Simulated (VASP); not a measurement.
# VN2 (I4/mcm) in VASP: single point with PBEsol+U

Aim: the single point of VN2 with PBEsol+U.

Program: VASP 6.6.1. These are calculated values, not measurements. Logs are shortened: lines on timing, memory, paths and dates and some standing lists are left out, and cuts for length are marked.

### 1 The cell of the first run

The structure is tetragonal, space group I4/mcm (No. 140). The conventional cell has a = 4.301 Å, b = 4.301 Å, c = 4.983 Å, α = 90.00°, β = 90.00°, γ = 90.00°. Within 2.8 Å of V (site symmetry 422) lie 8 N at 2.13 Å and 2 V at 2.49 Å. Within 1.9 Å of N (site symmetry m2m) lie 1 N at 1.40 Å.

### 2 Single point, PBEsol+U, collinear spin, ferromagnetic start

INCAR reads:

```
SYSTEM = VN2
PREC = Accurate
ENCUT = 1330
EDIFF = 1E-6
ISMEAR = -1
SIGMA = 0.02
LREAL = .FALSE.
LASPH = .TRUE.
NELM = 200
ALGO = Normal
ISIF = 2
LWAVE = .FALSE.
LCHARG = .FALSE.
ISPIN = 2
MAGMOM = 2 2 0 0 0 0
LORBIT = 11
LMAXMIX = 4
LDAU = .TRUE.
LDAUTYPE = 2
LDAUL = 2 -1
LDAUU = 3.25 0
LDAUJ = 0 0
LDAUPRINT = 1
GGA = PS
NBANDS = 36
GGA_COMPAT = .FALSE.
```

KPOINTS reads:

```
Automatic mesh
0
G
  6 6 6
  0 0 0
```

POSCAR reads:

```
VN2
1.0
   -2.1507500000      2.1507500000      2.4913500000
    2.1507500000     -2.1507500000      2.4913500000
    2.1507500000      2.1507500000     -2.4913500000
V N
2 4
Direct
    0.2500000000      0.2500000000      0.0000000000
    0.7500000000      0.7500000000      0.0000000000
    0.1151000000      0.6151000000      0.7302000000
    0.6151000000      0.8849000000      0.5000000000
    0.8849000000      0.3849000000      0.2698000000
    0.3849000000      0.1151000000      0.5000000000
```

Potentials or basis: VASP PAW PBE potentials, release 64 (V_sv, N_h).

On the command line:

```sh
cat potpaw_PBE.64/V_sv/POTCAR potpaw_PBE.64/N_h/POTCAR > POTCAR
mpirun -np 1 vasp_std > vasp.out
```

OUTCAR:

```text
SYSTEM = VN2
   PREC = Accurate
   ENCUT = 1330
   EDIFF = 1E-6
   ISMEAR = -1
   LREAL = .FALSE.
   LASPH = .TRUE.
   NELM = 200
   ISIF = 2
   ISPIN = 2
   LORBIT = 11
   GGA = PS

 ion  position               nearest neighbor table
   1  0.250  0.250  0.000-   5 2.13   3 2.13   4 2.13   6 2.13   6 2.13   3 2.13   4 2.13   5 2.13
                             2 2.49   2 2.49
   2  0.750  0.750  0.000-   5 2.13   3 2.13   4 2.13   6 2.13   4 2.13   6 2.13   3 2.13   5 2.13
                             1 2.49   1 2.49
   3  0.115  0.615  0.730-   5 1.40   1 2.13   1 2.13   2 2.13   2 2.13
   4  0.615  0.885  0.500-   6 1.40   2 2.13   1 2.13   2 2.13   1 2.13
   5  0.885  0.385  0.270-   3 1.40   2 2.13   1 2.13   2 2.13   1 2.13
   6  0.385  0.115  0.500-   4 1.40   1 2.13   2 2.13   1 2.13   2 2.13

  LATTYP: Found a body centered tetragonal cell.
 ALAT       =     4.3015000000
 C/A-ratio  =     1.1583633616

  Lattice vectors:

 A1 = (  -2.1507500000,   2.1507500000,   2.4913500000)
 A2 = (   2.1507500000,  -2.1507500000,   2.4913500000)
 A3 = (   2.1507500000,   2.1507500000,  -2.4913500000)

Analysis of symmetry for initial positions (statically):
=====================================================================
 Subroutine PRICEL returns:
 Original cell was already a primitive cell.

 Routine SETGRP: Setting up the symmetry group for a
 body centered tetragonal supercell.

 Subroutine GETGRP returns: Found 16 space group operations
 (whereof  8 operations were pure point group operations)
 out of a pool of 16 trial point group operations.

The static configuration has the point symmetry C_4h.
 The point group associated with its full space group is D_4h.

Analysis of symmetry for dynamics (positions and initial velocities):
=====================================================================
 Subroutine PRICEL returns:
 Original cell was already a primitive cell.

 Routine SETGRP: Setting up the symmetry group for a
 body centered tetragonal supercell.

 Subroutine GETGRP returns: Found 16 space group operations
 (whereof  8 operations were pure point group operations)
 out of a pool of 16 trial point group operations.

The dynamic configuration has the point symmetry C_4h.
 The point group associated with its full space group is D_4h.

Analysis of structural, dynamic, and magnetic symmetry:
=====================================================================
 Subroutine PRICEL returns:
 Original cell was already a primitive cell.

 Routine SETGRP: Setting up the symmetry group for a
 body centered tetragonal supercell.

 Subroutine GETGRP returns: Found 16 space group operations
 (whereof  8 operations were pure point group operations)
 out of a pool of 16 trial point group operations.

The overall configuration has the point symmetry C_4h.
 The point group associated with its full space group is D_4h.

 Subroutine INISYM returns: Found 16 space group operations
 (whereof  8 operations are pure point group operations),
 and found     1 'primitive' translations

[... 166 lines left out ...]
  o =  0.2062  v =  1.0000  0.0000  0.0000  0.0000  0.0000  0.0000  0.0000  0.0000  0.0000  0.0000      0.0000  0.0000  0.0000  0.0000  0.0000  0.0000  0.0000  0.0000  0.0000  0.0000
  o =  0.2553  v =  0.0000  0.0000  0.0000  0.0000  0.0000  0.0000 -0.9987  0.0000  0.0510 -0.0000      0.0000  0.0000  0.0000  0.0000  0.0000  0.0000  0.0000  0.0000  0.0000  0.0000
  o =  0.2553  v =  0.0000  0.0000  0.0000  0.0000  0.0000  0.0000  0.0510 -0.0000  0.9987  0.0000      0.0000  0.0000  0.0000  0.0000  0.0000  0.0000  0.0000  0.0000  0.0000  0.0000
  o =  0.2570  v =  0.0000 -0.9987 -0.0000  0.0515 -0.0000  0.0000  0.0000  0.0000  0.0000  0.0000      0.0000  0.0000  0.0000  0.0000  0.0000  0.0000  0.0000  0.0000  0.0000  0.0000
  o =  0.2570  v =  0.0000  0.0515 -0.0000  0.9987  0.0000  0.0000  0.0000  0.0000  0.0000  0.0000      0.0000  0.0000  0.0000  0.0000  0.0000  0.0000  0.0000  0.0000  0.0000  0.0000
  o =  0.3194  v =  0.0000  0.0000  0.0000  0.0000  0.0000  0.0000  0.0000 -0.0000 -0.0000  1.0000      0.0000  0.0000  0.0000  0.0000  0.0000  0.0000  0.0000  0.0000  0.0000  0.0000
  o =  0.3265  v =  0.0000 -0.0000 -0.0000 -0.0000  1.0000  0.0000  0.0000  0.0000  0.0000  0.0000      0.0000  0.0000  0.0000  0.0000  0.0000  0.0000  0.0000  0.0000  0.0000  0.0000
  o =  0.4780  v =  0.0000  0.0000  0.0000  0.0000  0.0000  0.0000 -0.0000 -1.0000  0.0000 -0.0000      0.0000  0.0000  0.0000  0.0000  0.0000  0.0000  0.0000  0.0000  0.0000  0.0000
  o =  0.5197  v =  0.0000  0.0000 -1.0000 -0.0000 -0.0000  0.0000  0.0000  0.0000  0.0000  0.0000      0.0000  0.0000  0.0000  0.0000  0.0000  0.0000  0.0000  0.0000  0.0000  0.0000

atom =   2  type =  1  l = 2

 onsite density matrix

spin component  1

  0.2062  0.0000 -0.0000 -0.0000 -0.0000
  0.0000  0.2570 -0.0000  0.0000  0.0000
 -0.0000 -0.0000  0.5197 -0.0000  0.0000
 -0.0000  0.0000 -0.0000  0.2570  0.0000
 -0.0000  0.0000  0.0000  0.0000  0.3265

spin component  2

  0.1984  0.0000 -0.0000 -0.0000 -0.0000
  0.0000  0.2553 -0.0000  0.0000  0.0000
 -0.0000 -0.0000  0.4780 -0.0000  0.0000
 -0.0000  0.0000 -0.0000  0.2553  0.0000
 -0.0000  0.0000  0.0000  0.0000  0.3194

 occupancies and eigenvectors

  o =  0.1984  v =  0.0000  0.0000  0.0000  0.0000  0.0000  1.0000  0.0000  0.0000  0.0000  0.0000      0.0000  0.0000  0.0000  0.0000  0.0000  0.0000  0.0000  0.0000  0.0000  0.0000
  o =  0.2062  v =  1.0000  0.0000  0.0000  0.0000  0.0000  0.0000  0.0000  0.0000  0.0000  0.0000      0.0000  0.0000  0.0000  0.0000  0.0000  0.0000  0.0000  0.0000  0.0000  0.0000
  o =  0.2553  v =  0.0000  0.0000  0.0000  0.0000  0.0000  0.0000  0.3116  0.0000 -0.9502 -0.0000      0.0000  0.0000  0.0000  0.0000  0.0000  0.0000  0.0000  0.0000  0.0000  0.0000
  o =  0.2553  v =  0.0000  0.0000  0.0000  0.0000  0.0000  0.0000 -0.9502 -0.0000 -0.3116 -0.0000      0.0000  0.0000  0.0000  0.0000  0.0000  0.0000  0.0000  0.0000  0.0000  0.0000
  o =  0.2570  v =  0.0000  0.1425 -0.0000 -0.9898 -0.0000  0.0000  0.0000  0.0000  0.0000  0.0000      0.0000  0.0000  0.0000  0.0000  0.0000  0.0000  0.0000  0.0000  0.0000  0.0000
  o =  0.2570  v =  0.0000 -0.9898  0.0000 -0.1425 -0.0000  0.0000  0.0000  0.0000  0.0000  0.0000      0.0000  0.0000  0.0000  0.0000  0.0000  0.0000  0.0000  0.0000  0.0000  0.0000
  o =  0.3194  v =  0.0000  0.0000  0.0000  0.0000  0.0000  0.0000 -0.0000 -0.0000 -0.0000  1.0000      0.0000  0.0000  0.0000  0.0000  0.0000  0.0000  0.0000  0.0000  0.0000  0.0000
  o =  0.3265  v =  0.0000 -0.0000 -0.0000 -0.0000  1.0000  0.0000  0.0000  0.0000  0.0000  0.0000      0.0000  0.0000  0.0000  0.0000  0.0000  0.0000  0.0000  0.0000  0.0000  0.0000
  o =  0.4780  v =  0.0000  0.0000  0.0000  0.0000  0.0000  0.0000  0.0000 -1.0000 -0.0000 -0.0000      0.0000  0.0000  0.0000  0.0000  0.0000  0.0000  0.0000  0.0000  0.0000  0.0000
  o =  0.5197  v =  0.0000 -0.0000 -1.0000  0.0000 -0.0000  0.0000  0.0000  0.0000  0.0000  0.0000      0.0000  0.0000  0.0000  0.0000  0.0000  0.0000  0.0000  0.0000  0.0000  0.0000

 number of electron      46.0000002 magnetization       0.1207427

 Free energy of the ion-electron system (eV)
  ---------------------------------------------------
  ext. energy  EPLUGINS =         0.00000000
  ---------------------------------------------------
  free energy    TOTEN  =       -50.28593201 eV

  energy without entropy =      -50.28403972  energy(sigma->0) =      -50.28498587

 E-fermi :  12.0555     XC(G=0): -13.9165

 val. band max:       12.0509250146   @ k =   0.3333   0.1667   0.1667
 cond. band min:      12.0569602130   @ k =   0.5000   0.5000   0.5000
 fundamental gap:      0.0060351984
 Fermi energy:        12.0555069458

 spin component 1

 k-point     1 :       0.0000    0.0000    0.0000
  band No.  band energies     occupation
      1     -53.8447      1.00000
      2     -53.6830      1.00000
      3     -27.9141      1.00000
      4     -27.8456      1.00000
      5     -27.8456      1.00000
      6     -27.8348      1.00000
[... 1817 lines left out ...]
     34      20.7077      0.00000
     35      22.9594      0.00000

 [... further k-points ...]

 [bands above 35 left out]

------------------------ aborting loop because EDIFF is reached ----------------------------------------

  FORCE on cell =-STRESS in cart. coord.  units (eV):
  Direction    XX          YY          ZZ          XY          YZ          ZX
  --------------------------------------------------------------------------------------
  -------------------------------------------------------------------------------------
  Total       -0.5688234     -0.5688234     -2.4548706      0.0000000      0.0000000      0.0000000
  in kB      -19.7703091    -19.7703091    -85.3226998      0.0000000      0.0000000      0.0000000
  external PRESSURE =     -41.6211060 kB  Pullay stress =       0.0000000 kB

 VOLUME and BASIS-vectors are now :
 -----------------------------------------------------------------------------
  energy-cutoff  :     1330.00
  volume of cell :       46.10
      direct lattice vectors                 reciprocal lattice vectors
    -2.150750000  2.150750000  2.491350000     0.000000000  0.232477043  0.200694403
     2.150750000 -2.150750000  2.491350000     0.232477043  0.000000000  0.200694403
     2.150750000  2.150750000 -2.491350000     0.232477043  0.232477043  0.000000000

 POSITION                                       TOTAL-FORCE (eV/Angst)
 -----------------------------------------------------------------------------------
      0.00000      0.00000      1.24568        -0.000000     -0.000000     -0.000000
      0.00000      0.00000      3.73703        -0.000000     -0.000000     -0.000000
      2.64585      0.49510      0.00000        -0.399280     -0.399280     -0.000000
      1.65565      0.49510      2.49135         0.399280     -0.399280     -0.000000
     -0.49510      1.65565      2.49135         0.399280      0.399280      0.000000
      0.49510      1.65565      0.00000        -0.399280      0.399280     -0.000000
 -----------------------------------------------------------------------------------
    total drift:                                0.000000      0.000000     -0.000000

  FREE ENERGIE OF THE ION-ELECTRON SYSTEM (eV)
  ---------------------------------------------------
  free  energy   TOTEN  =       -50.2859320119 eV

  energy  without entropy=      -50.2840397248  energy(sigma->0) =      -50.28498587

 total charge

# of ion       s       p       d       tot
------------------------------------------
    1        2.262   6.302   3.037  11.600
    2        2.262   6.302   3.037  11.600
    3        0.720   1.485   0.000   2.205
    4        0.720   1.485   0.000   2.205
    5        0.720   1.485   0.000   2.205
    6        0.720   1.485   0.000   2.205
--------------------------------------------------
tot          7.403  18.544   6.073  32.019

 magnetization (x)

# of ion       s       p       d       tot
------------------------------------------
    1        0.001   0.000   0.060   0.061
    2        0.001   0.000   0.060   0.061
    3       -0.000  -0.000   0.000  -0.000
    4       -0.000  -0.000   0.000  -0.000
    5       -0.000  -0.000   0.000  -0.000
    6       -0.000  -0.000   0.000  -0.000
--------------------------------------------------
tot          0.001  -0.001   0.119   0.120
```

It took 6.1 min on 1 thread of Intel Xeon Platinum 8488C (Sapphire Rapids), shared host; peak memory 0.58 GiB.

What came out:

```
Free energy                                           : -50.2859 eV
Pressure                                              : -4.2 GPa
Largest force                                         : 0.565 eV/Å
Net moment                                            : 0.12 μB per cell
Site moments                                          : V +0.06; N -0.00 μB
Valence electrons inside the program's atomic spheres : V 11.60; N 2.21
```

Forces in eV/Å, atoms in the order of the input:
```
V    0.000  0.000  0.000
V    0.000  0.000  0.000
N   -0.399 -0.399  0.000
N    0.399 -0.399  0.000
N    0.399  0.399  0.000
N   -0.399  0.399  0.000
```

Stress tensor (GPa, compression positive):
```
-1.98  0.00  0.00
 0.00 -1.98  0.00
 0.00  0.00 -8.53
```

Eigenvalues of the final occupation matrices:
```
    site  spin  trace               eigenvalues
site 1 d     1   1.57  0.21 0.26 0.26 0.33 0.52
site 1 d     2   1.51  0.20 0.26 0.26 0.32 0.48
site 2 d     1   1.57  0.21 0.26 0.26 0.33 0.52
site 2 d     2   1.51  0.20 0.26 0.26 0.32 0.48
```

Caveat: the stress differs along the axes, from -9 to -2 GPa; the PAW data sets were made with another functional, which shifts forces and pressure a little. The state reached can hang on the start; a lower one may exist.
